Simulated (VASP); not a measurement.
Si, 3 atoms in the cell. The structure is trigonal, space group R-3m (No. 166). Conventional cell: a = 2.934 Å, b = 2.934 Å, c = 17.262 Å, α = 90.00°, β = 90.00°, γ = 120.00°. Si (site symmetry -3m) has 12 Si at 2.55 to 2.93 Å within 3.4 Å. Si (site symmetry 3m) has 12 Si at 2.55 to 2.93 Å within 3.4 Å. 

* Program: VASP 6.6.1
* Task: single point
* Functional: r2SCAN
* Potentials or basis: VASP PAW PBE potentials, release 64 (Si)
* Cutoff: 520 eV
* k mesh: 6 × 6 × 6
* Occupations: gaussian, width 0.1 eV
* Spin: no spin polarisation
* Dipole correction: no
* Further INCAR settings: ALGO = Normal; EDIFF = 1e-06; NBANDS = 13

Potentials or basis: VASP PAW PBE potentials, release 64 (Si).

Run with:

```bash
$ cat potpaw_PBE.64/Si/POTCAR > POTCAR
$ cp INCAR.step1 INCAR
$ mpirun -np 1 vasp_std > vasp.out
$ cp INCAR.step2 INCAR
$ mpirun -np 1 vasp_std > vasp.out
```

Hardware: 1 thread of Intel Xeon 8259CL (shared host).

Task: How long does it take, and how much memory?

Result: Wall time 7.2 min on 1 thread of Intel Xeon 8259CL, on a shared host, peak memory 0.34 GiB. Counts: k points 32.
